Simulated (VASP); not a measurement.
# ZnCd2O3 (P3m1) in VASP: single point with PBE

Aim: the single point of ZnCd2O3 with PBE.

Everything below comes from runs of VASP 6.6.1. Logs are shortened: lines on timing, memory, paths and dates and some standing lists are left out, and cuts for length are marked.

## Step 1: The cell of the first run

It takes space group P3m1 (No. 156, trigonal). The conventional cell has a = 3.483 Å, b = 3.483 Å, c = 8.722 Å, α = 90.00°, β = 90.00°, γ = 120.00°. Within 2.6 Å of Zn (site symmetry 3m) lie 4 O at 1.96 to 2.09 Å. Cd (site symmetry 3m) has 4 O at 2.20 to 2.22 Å within 2.9 Å. Cd (site symmetry 3m) has 4 O at 2.19 to 2.20 Å within 2.9 Å. Within 2.9 Å of O (site symmetry 3m) lie 4 Cd at 2.20 Å. O (site symmetry 3m) has 1 Zn at 1.96 Å and 3 Cd at 2.19 Å within 2.6 Å. O (site symmetry 3m) has 3 Zn at 2.09 Å and 1 Cd at 2.22 Å within 2.8 Å.

## Step 2: Single point, PBE

INCAR

```
SYSTEM = ZnCd2O3
ALGO = Normal ; EDIFF = 1E-7
ENCUT = 520 ; GGA = PE
ISIF = 2 ; ISMEAR = 0
LASPH = .TRUE. ; LCHARG = .FALSE.
LREAL = .FALSE. ; LWAVE = .FALSE.
NBANDS = 36 ; NELM = 100
PREC = Accurate ; SIGMA = 0.1
```

KPOINTS

```
k-points
0
G
  12 12 6
  0 0 0
```

POSCAR

```
ZnCd2O3
1.0
    3.4834302506      0.0000000000      0.0000000000
   -1.7417151253      3.0167390893      0.0000000000
    0.0000000000      0.0000000000      8.7221182405
Zn Cd O
1 2 3
Direct
    0.6666666667      0.3333333333      0.3345846144
    0.0000000000      0.0000000000      0.0142186617
    0.3333333333      0.6666666667      0.6600754264
    0.3333333333      0.6666666667      0.9123023806
    0.6666666667      0.3333333333      0.5596898425
    0.0000000000      0.0000000000      0.2691290742
```

Potentials or basis: VASP PAW PBE potentials, release 64 (Zn, Cd, O).

Launch:

```sh
> cat potpaw_PBE.64/Zn/POTCAR potpaw_PBE.64/Cd/POTCAR potpaw_PBE.64/O/POTCAR > POTCAR
> mpirun -np 1 vasp_std > vasp.out
```

OUTCAR:

```text
SYSTEM = ZnCd2O3
   EDIFF = 1E-7
   ENCUT = 520
   GGA = PE
   ISIF = 2
   ISMEAR = 0
   LASPH = .TRUE.
   LREAL = .FALSE.
   NELM = 100
   PREC = Accurate

 ion  position               nearest neighbor table
   1  0.667  0.333  0.335-   5 1.96   6 2.09   6 2.09   6 2.09
   2  0.000  0.000  0.014-   4 2.20   4 2.20   4 2.20   6 2.22   3 3.69   3 3.69   3 3.69
   3  0.333  0.667  0.660-   5 2.19   5 2.19   5 2.19   4 2.20   2 3.69   2 3.69   2 3.69
   4  0.333  0.667  0.912-   2 2.20   2 2.20   2 2.20   3 2.20
   5  0.667  0.333  0.560-   1 1.96   3 2.19   3 2.19   3 2.19
   6  0.000  0.000  0.269-   1 2.09   1 2.09   1 2.09   2 2.22

  LATTYP: Found a hexagonal cell.
 ALAT       =     3.4834302506
 C/A-ratio  =     2.5038877236

  Lattice vectors:

 A1 = (   3.4834302506,   0.0000000000,   0.0000000000)
 A2 = (  -1.7417151253,   3.0167390893,   0.0000000000)
 A3 = (   0.0000000000,   0.0000000000,   8.7221182405)

Analysis of symmetry for initial positions (statically):
=====================================================================
 Subroutine PRICEL returns:
 Original cell was already a primitive cell.

 Routine SETGRP: Setting up the symmetry group for a
 hexagonal supercell.

 Subroutine GETGRP returns: Found  6 space group operations
 (whereof  6 operations were pure point group operations)
 out of a pool of 24 trial point group operations.

The static configuration has the point symmetry C_3v.

Analysis of symmetry for dynamics (positions and initial velocities):
=====================================================================
 Subroutine PRICEL returns:
 Original cell was already a primitive cell.

 Routine SETGRP: Setting up the symmetry group for a
 hexagonal supercell.

 Subroutine GETGRP returns: Found  6 space group operations
 (whereof  6 operations were pure point group operations)
 out of a pool of 24 trial point group operations.

The dynamic configuration has the point symmetry C_3v.

 Subroutine INISYM returns: Found  6 space group operations
 (whereof  6 operations are pure point group operations),
 and found     1 'primitive' translations

----------------------------------------------------------------------------------------

                                     Primitive cell

  volume of cell :      91.6573

  direct lattice vectors                    reciprocal lattice vectors
[... 97 lines left out ...]
   EDIFFG = 0.1E-05   stopping-criterion for IOM
   NSW    =      0    number of steps for IOM
   IBRION =     -1    ionic relax: 0-MD 1-quasi-New 2-CG
   NFREE  =      0    steps in history (QN), initial steepest desc. (CG)
   ISIF   =      2    stress and relaxation
   ISYM   =      2    0-nonsym 1-usesym 2-fastsym
   POTIM  = 0.5000    time-step for ionic-motion
   TEBEG  =    0.0;   TEEND  =   0.0 temperature during run
   PSTRESS=    0.0 pullay stress
   NELECT =      54.0000    total number of electrons
   NUPDOWN=      -1.0000    fix difference up-down
   EMIN   =  10.00;   EMAX   =-10.00  energy-range for DOS
   EFERMI =   0.00;   METHOD = LEGACY
   ISMEAR =     0;   SIGMA  =   0.10  broadening in eV -4-tet -1-fermi 0-gaus
   EFERMI_NEDOS =   21; number of points for ismear=-14 and -15
   IALGO  =     38    algorithm
   IMIX   =      4    mixing-type and parameters
     AMIX     =   0.40;   BMIX     =  1.00
     AMIX_MAG =   1.60;   BMIX_MAG =  1.00
  volume/ion in A,a.u.               =      15.28       103.09
  Fermi-wavevector in a.u.,A,eV,Ry     =   1.372410  2.593478 25.626690  1.883509
  Thomas-Fermi vector in A             =   2.498019
   LORBIT       =      0    0 simple, 1 ext, 2 COOP (PROOUT), +10 PAW based schemes
   GGA     = PE    functional components
   LHFCALC =     F    Hartree Fock is set to
   AEXX    =    0.0000 exact exchange contribution
   IVDW    =     0    specifies the selected vdW correction
   LEPSILON=     F    determine dielectric tensor
   LRPA    =     F    only Hartree local field effects (RPA)
 non-spin polarized calculation
 Gauss-broadening in eV      SIGMA  =   0.10
  energy-cutoff  :      520.00
  volume of cell :       91.66
 maximum number of plane-waves:      2511
 NGX is ok and might be reduce to    28
   NGX = 13   NGY = 13   NGZ = 33

 number of electron      54.0000014 magnetization

 Free energy of the ion-electron system (eV)
  ---------------------------------------------------
  ext. energy  EPLUGINS =         0.00000000
  ---------------------------------------------------
  free energy    TOTEN  =       -24.05039610 eV

  energy without entropy =      -24.05002552  energy(sigma->0) =      -24.05021081

 E-fermi :   0.5013     XC(G=0): -10.2382

 val. band max:        0.4049327078   @ k =   0.0000   0.0000   0.0000
 cond. band min:       0.7676174632   @ k =   0.0000   0.0000   0.1667
 fundamental gap:      0.3626847554
 Fermi energy:         0.5013295392

 k-point     1 :       0.0000    0.0000    0.0000
  band No.  band energies     occupation
      1     -16.6507      2.00000
      2     -16.3509      2.00000
      3     -16.2854      2.00000
      4      -6.6269      2.00000
      5      -6.5950      2.00000
      6      -6.5950      2.00000
[... 925 lines left out ...]
     35      11.6248      0.00000
     36      12.3840      0.00000

 [... further k-points ...]

------------------------ aborting loop because EDIFF is reached ----------------------------------------

  FORCE on cell =-STRESS in cart. coord.  units (eV):
  Direction    XX          YY          ZZ          XY          YZ          ZX
  --------------------------------------------------------------------------------------
  -------------------------------------------------------------------------------------
  Total        0.6149366      0.6149366      0.6677185      0.0000000      0.0000000      0.0000000
  in kB       10.7491495     10.7491495     11.6717813      0.0000000      0.0000000      0.0000000
  external PRESSURE =      11.0566934 kB  Pullay stress =       0.0000000 kB

 VOLUME and BASIS-vectors are now :
 -----------------------------------------------------------------------------
  energy-cutoff  :      520.00
  volume of cell :       91.66
      direct lattice vectors                 reciprocal lattice vectors
     3.483430251  0.000000000  0.000000000     0.287073352  0.165741877  0.000000000
    -1.741715125  3.016739089  0.000000000     0.000000000  0.331483755  0.000000000
     0.000000000  0.000000000  8.722118241     0.000000000  0.000000000  0.114651048

 POSITION                                       TOTAL-FORCE (eV/Angst)
 -----------------------------------------------------------------------------------
      1.74172      1.00558      2.91829         0.000000     -0.000000     -0.022277
      0.00000      0.00000      0.12402        -0.000000      0.000000      0.024420
     -0.00000      2.01116      5.75726         0.000000      0.000000      0.022858
     -0.00000      2.01116      7.95721         0.000000      0.000000     -0.019238
      1.74172      1.00558      4.88168        -0.000000      0.000000     -0.038769
      0.00000      0.00000      2.34738         0.000000      0.000000      0.033007
 -----------------------------------------------------------------------------------
    total drift:                               -0.000002      0.000001      0.000328

  FREE ENERGIE OF THE ION-ELECTRON SYSTEM (eV)
  ---------------------------------------------------
  free  energy   TOTEN  =       -24.0503960972 eV

  energy  without entropy=      -24.0500255150  energy(sigma->0) =      -24.05021081
```

OSZICAR:

```text
N       E                     dE             d eps       ncg     rms          rms(c)
DAV:   1     0.529866553978E+03    0.52987E+03   -0.27938E+04  7216   0.172E+03
DAV:   2     0.259011885968E+02   -0.50397E+03   -0.47815E+03  7528   0.439E+02
DAV:   3    -0.285125011193E+02   -0.54414E+02   -0.53530E+02  7992   0.146E+02
DAV:   4    -0.298165039143E+02   -0.13040E+01   -0.12989E+01  8212   0.240E+01
DAV:   5    -0.298243930777E+02   -0.78892E-02   -0.78881E-02  7892   0.195E+00    0.186E+01
DAV:   6    -0.239433549814E+02    0.58810E+01   -0.18105E+01 11612   0.696E+01    0.126E+01
DAV:   7    -0.241357497086E+02   -0.19239E+00   -0.46493E+00  7628   0.177E+01    0.795E+00
DAV:   8    -0.241633935660E+02   -0.27644E-01   -0.13440E+00  7732   0.805E+00    0.238E+00
DAV:   9    -0.240472175098E+02    0.11618E+00   -0.28786E-01  9876   0.528E+00    0.479E-01
DAV:  10    -0.240498255017E+02   -0.26080E-02   -0.45915E-02  7404   0.126E+00    0.183E-01
DAV:  11    -0.240502496306E+02   -0.42413E-03   -0.11663E-03  8312   0.312E-01    0.110E-01
DAV:  12    -0.240503578457E+02   -0.10822E-03   -0.31965E-04  7676   0.123E-01    0.272E-02
DAV:  13    -0.240503927434E+02   -0.34898E-04   -0.54046E-05  7920   0.504E-02    0.143E-02
DAV:  14    -0.240503952999E+02   -0.25565E-05   -0.41471E-06  8176   0.195E-02    0.619E-03
DAV:  15    -0.240503959376E+02   -0.63765E-06   -0.11397E-06  8452   0.101E-02    0.350E-03
DAV:  16    -0.240503960671E+02   -0.12955E-06   -0.37877E-07  7704   0.422E-03    0.172E-03
DAV:  17    -0.240503960972E+02   -0.30041E-07   -0.12620E-07  5396   0.259E-03
   1 F= -.24050396E+02 E0= -.24050211E+02  d E =-.370582E-03
```

stdout:

```text
POSCAR found type information on POSCAR ZnCdO
 POSCAR found :  3 types and       6 ions
 scaLAPACK will be used
 LDA part: xc-table for (Slater+PW92), standard interpolation
 POSCAR, INCAR and KPOINTS ok, starting setup
 FFT: planning ... GRIDC
 FFT: planning ... GRID_SOFT
 FFT: planning ... GRID
 WAVECAR not read
 entering main loop
```

Run time: 7.1 min. Hardware: 1 thread of AMD EPYC 7R43 (Zen 3), shared host; peak memory 0.41 GiB.

Results:

```
Free energy            : -24.0504 eV
Pressure               : 1.1 GPa
Largest force          : 0.039 eV/Å
Band gap on the k mesh : zero (filled and empty bands touch)
```

Forces in eV/Å, atoms in the order of the input:
```
Zn   0.000  0.000 -0.022
Cd   0.000  0.000  0.024
Cd   0.000  0.000  0.023
O    0.000  0.000 -0.019
O    0.000  0.000 -0.039
O    0.000  0.000  0.033
```

Levels at points of the mesh, in eV from the Fermi level:
```tsv
k point	band 25	band 26	band 27	band 28	band 29	band 30
(0.00, 0.00, 0.00)	-0.30	-0.15	-0.10	-0.10	3.02	3.31
(0.50, 0.00, 0.00)	-1.32	-1.08	-0.83	4.47	4.73	5.25
(0.00, 0.00, 0.50)	-0.37	-0.19	-0.19	1.22	1.47	4.40
(0.50, 0.00, 0.50)	-1.39	-0.86	-0.66	4.25	4.69	5.35
```
